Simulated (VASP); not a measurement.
Mg: single point with RPBE

Crystal: Mg.

```
Mg
1.0
     3.20930    0.00000    0.00000
    -1.60465    2.77934    0.00000
     0.00000    0.00000    5.21030
Mg
2
Direct
  0.33333 0.66667 0.25000
  0.66667 0.33333 0.75000
```

| Item | Value |
| --- | --- |
| Program | VASP 6.6.1 |
| Task | single point |
| Functional | RPBE |
| Potentials or basis | VASP PAW PBE potentials, release 64 (Mg) |
| Cutoff | 600 eV |
| k mesh | 11 × 11 × 6 |
| Occupations | methfessel-paxton, width 0.05 eV |
| Spin | no spin polarisation |

```
Pressure               : 0.5 GPa
Band gap on the k mesh : zero (bands 2 and 3 overlap by 2.07 eV)
```

Levels at points of the mesh, in eV from the Fermi level:
| k point | band 1 | band 2 | band 3 | band 4 | band 5 | band 6 | band 7 |
| --- | --- | --- | --- | --- | --- | --- | --- |
| (0.00, 0.00, 0.00) | -6.77 | -1.58 | -1.10 | 10.99 | 10.99 | 11.12 | 11.12 |
| (0.00, 0.00, 0.50) | -5.39 | -5.39 | 5.11 | 5.11 | 11.74 | 11.74 | 11.74 |

Wall time 40 s on 1 thread of Intel Xeon 8259CL, with other jobs on the host, peak memory 0.18 GiB.

Caveat: the PAW data sets were made with another functional, which shifts forces and pressure a little.
